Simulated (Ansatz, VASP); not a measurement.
**PbSe: VASP beside Ansatz**

The input INCAR:

```
  PREC = Accurate
  ENCUT = 520
  EDIFF = 1E-6
  ISMEAR = -1
  SIGMA = 0.02
  LREAL = F
  LASPH = T
  NELM = 100
  ALGO = Normal
  ISIF = 2
  LWAVE = F
  LCHARG = F
  GGA = PS
  NBANDS = 17
```

The input KPOINTS:

```
regular mesh
0
Gamma
  7 7 7
```

Contents of POSCAR:

```
PbSe
1.0
    0.0612430000      3.0927715000      3.0927715000
    3.0927715000      0.0612430000      3.0927715000
    3.0927715000      3.0927715000      0.0612430000
Pb Se
1 1
Direct
    0.0000000000      0.0000000000      0.0000000000
    0.5000000000      0.5000000000      0.5000000000
```

Input for Ansatz:

```yaml
crystal:
  lattice:
    - [0.061243, 3.0927715, 3.0927715]
    - [3.0927715, 0.061243, 3.0927715]
    - [3.0927715, 3.0927715, 0.061243]
  atoms:
    - { symbol: Pb, position: [0.0, 0.0, 0.0] }
    - { symbol: Se, position: [0.5, 0.5, 0.5] }
kpoints:
  mp_grid: { grid: [7, 7, 7] }
  band_path:
    path:
      - [0.0, 0.0, 0.0]
      - [0.5, 0.5, 0.5]
      - [0.2451701269, 0.5, 0.7548298731]
      - [-0.2451701269, 0.2451701269, 0.5]
      - [0.0, 0.0, 0.5]
      - [0.0, 0.0, 0.0]
      - [-0.3725850634, 0.0, 0.3725850634]
      - [0.0, 0.3725850634, 0.6274149366]
      - [0.0, 0.5, 0.5]
    npoints: 5
scf:
  occupations: { method: fermi_dirac, width: 0.02 }
hamiltonian:
  xc: pbesol
  pseudopotentials: { kind: all_electron, lapw: { basis_error: 0.0005 } }
output:
  forces: true
  stress: true
  eigenvalues: true
```

Change from the starting cell: equal xy, yz and zx shear strains of +2 %.

Alike in both runs: task single point; functional PBEsol; k mesh 7 × 7 × 7; occupations fermi-dirac, width 0.02 eV; no spin polarisation.

|  | VASP | Ansatz |
| --- | --- | --- |
| version | VASP 6.6.1 | Ansatz 0.2.0 |
| potentials or method | VASP PAW PBE potentials, release 64 (Pb_d, Se), cutoff 520 eV | all-electron LAPW, scalar-relativistic |

```tsv
	VASP	Ansatz	Ansatz less VASP
pressure (GPa)	-0.6	-0.6	+0.02
traceless stress, the component that is largest in VASP (GPa)	-0.36	-0.36	+0.001
```

VASP's potentials were made for PBE, not for PBEsol. Ansatz ran all-electron here, and VASP with PAW potentials.

Spin-orbit coupling is off throughout.
